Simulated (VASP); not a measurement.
# CdS (F-43m) in VASP: a series of runs

Runs on CdS. Level: PBE. Tasks: single point.

Everything below comes from runs of VASP 6.6.1. Logs are shortened: lines on timing, memory, paths and dates and some standing lists are left out, and cuts for length are marked.

### Step 1. The cell of the first run

It takes space group F-43m (No. 216, cubic). Conventional cell: a = 5.820 Å, b = 5.820 Å, c = 5.820 Å, α = 90.00°, β = 90.00°, γ = 90.00°. Cd (site symmetry -43m) has 4 S at 2.52 Å within 3.3 Å. Within 3.3 Å of S (site symmetry -43m) lie 4 Cd at 2.52 Å.

### Step 2. Single point, PBE

Contents of INCAR:

```
SYSTEM = CdS
PREC = Accurate ; ENCUT = 520
EDIFF = 1E-7 ; ISMEAR = -1
SIGMA = 0.01 ; LREAL = .FALSE.
LASPH = .TRUE. ; NELM = 80
ALGO = Normal ; ISIF = 2
LWAVE = .FALSE. ; LCHARG = .FALSE.
GGA = PE ; NBANDS = 16
```

Contents of KPOINTS:

```
regular mesh
0
G
  2 2 2
  0 0 0
```

Contents of POSCAR:

```
CdS
1.0
    0.0000000000      2.9100000000      2.9100000000
    2.9100000000      0.0000000000      2.9100000000
    2.9100000000      2.9100000000      0.0000000000
Cd S
1 1
Direct
    0.0000000000      0.0000000000      0.0000000000
    0.7500000000      0.7500000000      0.7500000000
```

Potentials or basis: VASP PAW PBE potentials, release 64 (Cd, S).

The run is started by

```
> cat potpaw_PBE.64/Cd/POTCAR potpaw_PBE.64/S/POTCAR > POTCAR
> mpirun -np 1 vasp_std > vasp.out
```

OUTCAR:

```text
SYSTEM = CdS
   PREC = Accurate
   ENCUT = 520
   EDIFF = 1E-7
   ISMEAR = -1
   LREAL = .FALSE.
   LASPH = .TRUE.
   NELM = 80
   ISIF = 2
   GGA = PE

 ion  position               nearest neighbor table
   1  0.000  0.000  0.000-   2 2.52   2 2.52   2 2.52   2 2.52
   2  0.750  0.750  0.750-   1 2.52   1 2.52   1 2.52   1 2.52

  LATTYP: Found a face centered cubic cell.
 ALAT       =     5.8200000000

  Lattice vectors:

 A1 = (   0.0000000000,   2.9100000000,   2.9100000000)
 A2 = (   2.9100000000,   0.0000000000,   2.9100000000)
 A3 = (   2.9100000000,   2.9100000000,   0.0000000000)

Analysis of symmetry for initial positions (statically):
=====================================================================
 Subroutine PRICEL returns:
 Original cell was already a primitive cell.

 Routine SETGRP: Setting up the symmetry group for a
 face centered cubic supercell.

 Subroutine GETGRP returns: Found 24 space group operations
 (whereof 24 operations were pure point group operations)
 out of a pool of 48 trial point group operations.

The static configuration has the point symmetry T_d .

Analysis of symmetry for dynamics (positions and initial velocities):
=====================================================================
 Subroutine PRICEL returns:
 Original cell was already a primitive cell.

 Routine SETGRP: Setting up the symmetry group for a
 face centered cubic supercell.

 Subroutine GETGRP returns: Found 24 space group operations
 (whereof 24 operations were pure point group operations)
 out of a pool of 48 trial point group operations.

The dynamic configuration has the point symmetry T_d .

 Subroutine INISYM returns: Found 24 space group operations
 (whereof 24 operations are pure point group operations),
 and found     1 'primitive' translations

----------------------------------------------------------------------------------------

                                     Primitive cell

  volume of cell :      49.2843

  direct lattice vectors                    reciprocal lattice vectors
     0.000000000  2.910000000  2.910000000    -0.171821306  0.171821306  0.171821306
     2.910000000  0.000000000  2.910000000     0.171821306 -0.171821306  0.171821306
     2.910000000  2.910000000  0.000000000     0.171821306  0.171821306 -0.171821306

  length of vectors
     4.115361467  4.115361467  4.115361467     0.297603232  0.297603232  0.297603232

  position of ions in fractional coordinates (direct lattice)
     0.000000000  0.000000000  0.000000000
     0.750000000  0.750000000  0.750000000

  ion indices of the primitive-cell ions
   primitive index   ion index
                 1           1
                 2           2

----------------------------------------------------------------------------------------

 KPOINTS: regular mesh

Automatic generation of k-mesh.
 Grid dimensions read from file:
 generate k-points for:    2    2    2

 Generating k-lattice:

  Cartesian coordinates                     Fractional coordinates (reciprocal lattice)
    -0.085910653  0.085910653  0.085910653     0.500000000  0.000000000  0.000000000
     0.085910653 -0.085910653  0.085910653     0.000000000  0.500000000  0.000000000
     0.085910653  0.085910653 -0.085910653     0.000000000  0.000000000  0.500000000

  Length of vectors
     0.148801616  0.148801616  0.148801616

  Shift w.r.t. Gamma in fractional coordinates (k-lattice)
     0.000000000  0.000000000  0.000000000

 Subroutine IBZKPT returns following result:
 ===========================================

 Found      3 irreducible k-points:

 Following reciprocal coordinates:
            Coordinates               Weight
  0.000000  0.000000  0.000000      1.000000
  0.500000  0.000000  0.000000      4.000000
  0.500000  0.500000  0.000000      3.000000
   k-points           NKPTS =      3   k-points in BZ     NKDIM =      3   number of bands    NBANDS=     16
   number of dos      NEDOS =    301   number of ions     NIONS =      2
   total plane-waves  NPLWV =  32768
   dimension x,y,z NGX =    32 NGY =   32 NGZ =   32
   dimension x,y,z NGXF=    64 NGYF=   64 NGZF=   64
   ions per type =               1   1
   NGX,Y,Z   is equivalent  to a cutoff of  12.93, 12.93, 12.93 a.u.
   NGXF,Y,Z  is equivalent  to a cutoff of  25.85, 25.85, 25.85 a.u.
 SYSTEM =  CdS
   PREC   = accura    normal or accurate (medium, high low for compatibility)
   ISTART =      0    job   : 0-new  1-cont  2-samecut
   ICHARG =      2    charge: 1-file 2-atom 10-const
   ISPIN  =      1    spin polarized calculation?
   LNONCOLLINEAR =      F non collinear calculations
   LSORBIT =      F    spin-orbit coupling
   LASPH  =      T    aspherical Exc in radial PAW
   ENCUT  =  520.0 eV  38.22 Ry    6.18 a.u.   7.65  7.65  7.65*2*pi/ulx,y,z
   NELM   =     80;   NELMIN=  2; NELMDL= -5     # of ELM steps
   EDIFF  = 0.1E-06   stopping-criterion for ELM
   LREAL  =      F    real-space projection
   EDIFFG = 0.1E-05   stopping-criterion for IOM
   NSW    =      0    number of steps for IOM
   IBRION =     -1    ionic relax: 0-MD 1-quasi-New 2-CG
   NFREE  =      0    steps in history (QN), initial steepest desc. (CG)
   ISIF   =      2    stress and relaxation
   ISYM   =      2    0-nonsym 1-usesym 2-fastsym
   POTIM  = 0.5000    time-step for ionic-motion
   TEBEG  =    0.0;   TEEND  =   0.0 temperature during run
   PSTRESS=    0.0 pullay stress
   NELECT =      18.0000    total number of electrons
   NUPDOWN=      -1.0000    fix difference up-down
   EMIN   =  10.00;   EMAX   =-10.00  energy-range for DOS
   EFERMI =   0.00;   METHOD = LEGACY
   ISMEAR =    -1;   SIGMA  =   0.01  broadening in eV -4-tet -1-fermi 0-gaus
   EFERMI_NEDOS =   21; number of points for ismear=-14 and -15
   IALGO  =     38    algorithm
   IMIX   =      4    mixing-type and parameters
     AMIX     =   0.40;   BMIX     =  1.00
     AMIX_MAG =   1.60;   BMIX_MAG =  1.00
  volume/ion in A,a.u.               =      24.64       166.29
  Fermi-wavevector in a.u.,A,eV,Ry     =   1.170207  2.211371 18.631605  1.369384
  Thomas-Fermi vector in A             =   2.306669
   LORBIT       =      0    0 simple, 1 ext, 2 COOP (PROOUT), +10 PAW based schemes
   GGA     = PE    functional components
   LHFCALC =     F    Hartree Fock is set to
   AEXX    =    0.0000 exact exchange contribution
   IVDW    =     0    specifies the selected vdW correction
   LEPSILON=     F    determine dielectric tensor
   LRPA    =     F    only Hartree local field effects (RPA)
 non-spin polarized calculation
  energy-cutoff  :      520.00
  volume of cell :       49.28
 maximum number of plane-waves:      1363
 NGX is ok and might be reduce to    32
   NGX = 15   NGY = 15   NGZ = 15

 number of electron      18.0000004 magnetization

 Free energy of the ion-electron system (eV)
  ---------------------------------------------------
  ext. energy  EPLUGINS =         0.00000000
  ---------------------------------------------------
  free energy    TOTEN  =        -5.15466772 eV

  energy without entropy =       -5.15466772  energy(sigma->0) =       -5.15466772

 E-fermi :   1.9416     XC(G=0):  -9.0494

 val. band max:        1.6947030290   @ k =   0.0000   0.0000   0.0000
 cond. band min:       2.7039372709   @ k =   0.0000   0.0000   0.0000
 fundamental gap:      1.0092342418
 Fermi energy:         1.9415765853

 k-point     1 :       0.0000    0.0000    0.0000
  band No.  band energies     occupation
      1     -10.6796      2.00000
      2      -6.4019      2.00000
      3      -6.4019      2.00000
      4      -6.4019      2.00000
      5      -5.9531      2.00000
      6      -5.9531      2.00000
      7       1.6947      2.00000
      8       1.6947      2.00000
      9       1.6947      2.00000
     10       2.7039      0.00000
     11       8.0120      0.00000
     12       8.0120      0.00000
     13       8.0120      0.00000
     14      13.0210      0.00000
     15      13.0210      0.00000
     16      13.0213      0.00000

 k-point     2 :       0.5000    0.0000    0.0000
  band No.  band energies     occupation
      1     -10.2390      2.00000
      2      -6.2870      2.00000
      3      -6.2870      2.00000
      4      -5.9133      2.00000
      5      -5.9133      2.00000
      6      -5.5287      2.00000
      7      -2.8712      2.00000
      8       0.9116      2.00000
      9       0.9116      2.00000
     10       4.5358      0.00000
     11       8.4887      0.00000
     12       8.4887      0.00000
     13       9.1352      0.00000
     14      12.6723      0.00000
     15      14.1200      0.00000
     16      14.1200      0.00000

 k-point     3 :       0.5000    0.5000    0.0000
  band No.  band energies     occupation
      1     -10.1043      2.00000
      2      -6.2044      2.00000
      3      -6.0629      2.00000
      4      -6.0629      2.00000
      5      -5.8661      2.00000
      6      -5.4498      2.00000
      7      -2.4342      2.00000
      8      -0.2575      2.00000
      9      -0.2575      2.00000
     10       5.0286      0.00000
     11       5.8751      0.00000
     12      10.9390      0.00000
     13      12.3605      0.00000
     14      12.3605      0.00000
     15      13.9307      0.00000
     16      15.1185      0.00000

------------------------ aborting loop because EDIFF is reached ----------------------------------------

  FORCE on cell =-STRESS in cart. coord.  units (eV):
  Direction    XX          YY          ZZ          XY          YZ          ZX
  --------------------------------------------------------------------------------------
  -------------------------------------------------------------------------------------
  Total        2.1658921      2.1658921      2.1658921      0.0000000      0.0000000      0.0000000
  in kB       70.4106642     70.4106642     70.4106642      0.0000000      0.0000000      0.0000000
  external PRESSURE =      70.4106642 kB  Pullay stress =       0.0000000 kB

 VOLUME and BASIS-vectors are now :
 -----------------------------------------------------------------------------
  energy-cutoff  :      520.00
  volume of cell :       49.28
      direct lattice vectors                 reciprocal lattice vectors
     0.000000000  2.910000000  2.910000000    -0.171821306  0.171821306  0.171821306
     2.910000000  0.000000000  2.910000000     0.171821306 -0.171821306  0.171821306
     2.910000000  2.910000000  0.000000000     0.171821306  0.171821306 -0.171821306

 POSITION                                       TOTAL-FORCE (eV/Angst)
 -----------------------------------------------------------------------------------
      0.00000      0.00000      0.00000         0.000000      0.000000      0.000000
      4.36500      4.36500      4.36500        -0.000000     -0.000000     -0.000000
 -----------------------------------------------------------------------------------
    total drift:                                0.000000      0.000000      0.000000

  FREE ENERGIE OF THE ION-ELECTRON SYSTEM (eV)
  ---------------------------------------------------
  free  energy   TOTEN  =        -5.1546677235 eV

  energy  without entropy=       -5.1546677235  energy(sigma->0) =       -5.15466772
```

Run time: 3.7 s. Hardware: 1 thread of AMD EPYC 9R14 (Zen 4), shared host; peak memory 0.14 GiB.

Results:

- Free energy: -5.1547 eV
- Pressure: 7.0 GPa
- Band gap on the k mesh: 1.01 eV, direct

Caveat: the k points lie up to 0.93 Å⁻¹ apart. As with any semilocal functional, this PBE gap is likely too small.

### Step 3. Single point, PBE

Contents of INCAR:

```
  ALGO = Normal
  EDIFF = 1E-6
  ENCUT = 520
  GGA = PE
  ISIF = 2
  ISMEAR = -1
  LASPH = T
  LCHARG = F
  LREAL = F
  LWAVE = F
  NBANDS = 16
  NELM = 100
  PREC = Accurate
  SIGMA = 0.01
```

Contents of KPOINTS:

```
k-points
0
Gamma
  4 4 4
```

POSCAR is that of step 2.

Potentials or basis: VASP PAW PBE potentials, release 64 (Cd, S).

The run is started by

```
> cat potpaw_PBE.64/Cd/POTCAR potpaw_PBE.64/S/POTCAR > POTCAR
> mpirun -np 1 vasp_std > vasp.out
```

Run time: 5.4 s. Hardware: 1 thread of AMD EPYC 9R14 (Zen 4), shared host; peak memory 0.14 GiB.

The run converged. Its results:

```
Free energy            : -6.0804 eV
Pressure               : 3.8 GPa
Band gap on the k mesh : 1.15 eV, direct
```

Levels at points of the mesh, in eV from the valence-band top:
```csv
k point,band 5,band 6,band 7,band 8,band 9,band 10,band 11,band 12,band 13,band 14
"(0.00, 0.00, 0.00)",-7.29,-7.29,0.00,0.00,0.00,1.15,6.53,6.53,6.53,11.47
"(0.50, 0.00, 0.00)",-7.25,-6.90,-4.45,-0.76,-0.76,3.01,7.00,7.00,7.49,11.10
"(0.50, 0.50, 0.00)",-7.20,-6.83,-3.99,-1.91,-1.91,3.53,4.35,9.26,10.81,10.81
```

Caveat: the k points lie up to 0.47 Å⁻¹ apart.

### Step 4. Single point, PBE

Contents of INCAR:

```
PREC     = Accurate       # precision mode
ENCUT    = 520            # plane-wave cutoff, eV
EDIFF    = 1E-6           # SCF threshold, eV
ISMEAR   = -1             # smearing method
SIGMA    = 0.01           # smearing width, eV
LREAL    = F              # projectors in reciprocal space
LASPH    = T              # aspherical terms in the spheres
NELM     = 100            # most SCF steps
ALGO     = Normal         # electronic algorithm
ISIF     = 2              # what is computed and relaxed
LWAVE    = F              # write WAVECAR
LCHARG   = F              # write CHGCAR
GGA      = PE             # functional
NBANDS   = 16             # bands
```

Contents of KPOINTS:

```
regular mesh
0
Gamma
  6 6 6
```

POSCAR is that of step 3.

Potentials or basis: VASP PAW PBE potentials, release 64 (Cd, S).

The run is started by

```
> cat potpaw_PBE.64/Cd/POTCAR potpaw_PBE.64/S/POTCAR > POTCAR
> mpirun -np 1 vasp_std > vasp.out
```

OUTCAR:

```text
PREC = Accurate
   ENCUT = 520
   EDIFF = 1E-6
   ISMEAR = -1
   LREAL = F
   LASPH = T
   NELM = 100
   ISIF = 2
   GGA = PE

 ion  position               nearest neighbor table
   1  0.000  0.000  0.000-   2 2.52   2 2.52   2 2.52   2 2.52
   2  0.750  0.750  0.750-   1 2.52   1 2.52   1 2.52   1 2.52

  LATTYP: Found a face centered cubic cell.
 ALAT       =     5.8200000000

  Lattice vectors:

[... 477 lines left out ...]
     15      14.5967      0.00000
     16      14.7186      0.00000

------------------------ aborting loop because EDIFF is reached ----------------------------------------

  FORCE on cell =-STRESS in cart. coord.  units (eV):
  Direction    XX          YY          ZZ          XY          YZ          ZX
  --------------------------------------------------------------------------------------
  -------------------------------------------------------------------------------------
  Total        1.1311866      1.1311866      1.1311866      0.0000000      0.0000000      0.0000000
  in kB       36.7735772     36.7735772     36.7735772      0.0000000      0.0000000      0.0000000
  external PRESSURE =      36.7735772 kB  Pullay stress =       0.0000000 kB

 VOLUME and BASIS-vectors are now :
 -----------------------------------------------------------------------------
  energy-cutoff  :      520.00
  volume of cell :       49.28
      direct lattice vectors                 reciprocal lattice vectors
     0.000000000  2.910000000  2.910000000    -0.171821306  0.171821306  0.171821306
     2.910000000  0.000000000  2.910000000     0.171821306 -0.171821306  0.171821306
     2.910000000  2.910000000  0.000000000     0.171821306  0.171821306 -0.171821306

 POSITION                                       TOTAL-FORCE (eV/Angst)
 -----------------------------------------------------------------------------------
      0.00000      0.00000      0.00000        -0.000000     -0.000000     -0.000000
      4.36500      4.36500      4.36500         0.000000      0.000000      0.000000
 -----------------------------------------------------------------------------------
    total drift:                                0.000000      0.000000      0.000000

  FREE ENERGIE OF THE ION-ELECTRON SYSTEM (eV)
  ---------------------------------------------------
  free  energy   TOTEN  =        -6.1119049410 eV

  energy  without entropy=       -6.1119049410  energy(sigma->0) =       -6.11190494
```

OSZICAR:

```text
N       E                     dE             d eps       ncg     rms          rms(c)
DAV:   1     0.113276497010E+03    0.11328E+03   -0.89825E+03   512   0.102E+03
DAV:   2    -0.226346427375E+01   -0.11554E+03   -0.10911E+03   648   0.258E+02
DAV:   3    -0.662784881076E+01   -0.43644E+01   -0.43582E+01   632   0.518E+01
DAV:   4    -0.665613558755E+01   -0.28287E-01   -0.28285E-01   632   0.416E+00
DAV:   5    -0.665650871367E+01   -0.37313E-03   -0.37312E-03   656   0.447E-01    0.824E+00
DAV:   6    -0.613131321296E+01    0.52520E+00   -0.83153E-01   776   0.116E+01    0.658E+00
DAV:   7    -0.611146240248E+01    0.19851E-01   -0.20100E-01   632   0.307E+00    0.319E+00
DAV:   8    -0.611179997688E+01   -0.33757E-03   -0.18795E-02   568   0.175E+00    0.319E-01
DAV:   9    -0.611171035256E+01    0.89624E-04   -0.21994E-03   648   0.705E-01    0.602E-02
DAV:  10    -0.611183032207E+01   -0.11997E-03   -0.24727E-04   600   0.163E-01    0.661E-02
DAV:  11    -0.611191136883E+01   -0.81047E-04   -0.12207E-04   648   0.908E-02    0.206E-02
DAV:  12    -0.611190393420E+01    0.74346E-05   -0.25431E-05   640   0.675E-02    0.999E-03
DAV:  13    -0.611190523970E+01   -0.13055E-05   -0.45368E-06   608   0.131E-02    0.126E-02
DAV:  14    -0.611190494102E+01    0.29868E-06   -0.32037E-07   480   0.333E-03
   1 F= -.61119049E+01 E0= -.61119049E+01  d E =-.116145E-11
```

Run time: 8.5 s. Hardware: 1 thread of AMD EPYC 9R14 (Zen 4), shared host; peak memory 0.15 GiB.

What came out:

* Free energy: -6.1119 eV
* Pressure: 3.7 GPa
* Band gap on the k mesh: 1.16 eV, direct

Levels at points of the mesh, in eV from the valence-band top:
| k point | band 7 | band 8 | band 9 | band 10 | band 11 | band 12 |
| --- | --- | --- | --- | --- | --- | --- |
| (0.00, 0.00, 0.00) | 0.00 | 0.00 | 0.00 | 1.16 | 6.54 | 6.54 |
| (0.50, 0.00, 0.00) | -4.45 | -0.76 | -0.76 | 3.02 | 7.01 | 7.01 |
| (0.50, 0.50, 0.00) | -3.98 | -1.90 | -1.90 | 3.54 | 4.36 | 9.26 |

### Step 5. Overview

| k mesh | gap on the mesh (eV) | pressure (GPa) |
| --- | --- | --- |
| 2 × 2 × 2 | 1.01 | 7.0 |
| 4 × 4 × 4 | 1.15 | 3.8 |
| 6 × 6 × 6 | 1.16 | 3.7 |

Alike in all rows: task single point; level PBE; potentials or basis VASP PAW PBE potentials, release 64 (Cd, S); no spin polarisation; cell as given; cutoff (eV) 520; smearing fermi-dirac 0.01 eV.

Caveats: some runs use coarse meshes.

Total energies depend on the potentials used, so only differences within one code and one set of settings carry meaning.
